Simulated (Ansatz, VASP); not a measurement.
Two plane-wave programs on BN

INCAR

```
PREC = Accurate
ENCUT = 520
EDIFF = 1E-6
ISMEAR = 0
SIGMA = 0.05
LREAL = False
LASPH = True
NELM = 80
ALGO = Normal
ISIF = 2
LWAVE = False
LCHARG = True
GGA = PE
IVDW = 12
LELF = True
LVHAR = True
NBANDS = 11
```

The input KPOINTS:

```
Automatic mesh
0
Gamma
  12 12 12
```

Contents of POSCAR:

```
BN
1.0
    1.2029346237      0.6945146288      3.4266799137
   -1.2029346237      0.6945146288      3.4266799137
    0.0000000000     -1.3890292576      3.4266799137
B N
1 1
Direct
    0.9996975446      0.9996975446      0.9996975446
    0.3327354554      0.3327354554      0.3327354554
```

Input for Ansatz:

```yaml
crystal:
  lattice:
    - [1.2029346237, 0.6945146288, 3.4266799137]
    - [-1.2029346237, 0.6945146288, 3.4266799137]
    - [0.0, -1.3890292576, 3.4266799137]
  atoms:
    - { symbol: B, position: [0.9996975446, 0.9996975446, 0.9996975446] }
    - { symbol: "N", position: [0.3327354554, 0.3327354554, 0.3327354554] }
basis:
  ecutwfc: 420
kpoints:
  mp_grid: { grid: [12, 12, 12] }
hamiltonian:
  xc: pbe
  dispersion: d3bj
scf:
  occupations: { method: gaussian, width: 0.05 }
output:
  forces: true
  stress: true
  eigenvalues: true
```

Change from the starting cell: strain -0.040 along x and y, +0.040 along z, atoms carried along.

Alike in both runs: task single point; functional PBE; dispersion D3(BJ); k mesh 12 × 12 × 12; occupations gaussian, width 0.05 eV; no spin polarisation.

|  | VASP | Ansatz |
| --- | --- | --- |
| version | VASP 6.6.1 | Ansatz 0.2.0 |
| potentials or method | VASP PAW PBE potentials, release 64 (B, N), cutoff 520 eV | scalar-relativistic, plane waves, PAW |
| valence electrons in the cell | 8 | 8 |

Ansatz gave:

* gap on the k mesh at the Fermi level (eV): 4.54
* least direct gap on the mesh (eV): 4.99
* pressure (GPa): 33.9
* traceless stress, the component that is largest in VASP (GPa): -35.23
* rms of the force components (eV/Å): 0.010

Problem. Which values does VASP return?

Solution. gap on the k mesh at the Fermi level (eV): 4.53; least direct gap on the mesh (eV): 4.99; pressure (GPa): 34.0; traceless stress, the component that is largest in VASP (GPa): -35.47; rms of the force components (eV/Å): 0.010.

Atom by atom the forces differ by 0.000 eV/Å (rms over components). Both programs put the cell under a high pressure, so it lies far from rest at this level.
